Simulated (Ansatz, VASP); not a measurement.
**One calculation of CoSi2, two programs**

```
Co Si
1.0
     0.00000    2.65753    2.65753
     2.65753    0.00000    2.65753
     2.65753    2.65753    0.00000
Co Si
1 2
Cartesian
  0.0000 0.0000 0.0000
  1.3288 1.3288 1.3288
  3.9863 3.9863 3.9863
```

Alike in both runs: functional r2SCAN; k mesh 14 × 14 × 14; occupations gaussian, width 0.1 eV; no spin polarisation.

Ansatz relaxed the structure, and its values are those at the end. VASP's run is a single point on that final structure, the one shown.

```csv
,VASP,Ansatz
version,VASP 6.6.1,Ansatz 0.2.0
potentials or method,"VASP PAW PBE potentials, release 64 (Co, Si), cutoff 520 eV","scalar-relativistic, plane waves, PAW"
valence electrons in the cell,17,25
```

Ansatz gave:

* gap on the k mesh at the Fermi level (eV): none
* pressure (GPa): 0.0

Question: Which values does VASP return?

Answer: gap on the k mesh at the Fermi level (eV): none; pressure (GPa): -0.1.

VASP's potentials were made for PBE, not for r2SCAN. A gap of «none» marks a metal or a gap that the smearing closes. VASP's potentials hold 17 valence electrons a cell and Ansatz's 25, so a difference there can come from the potentials and not from the codes.
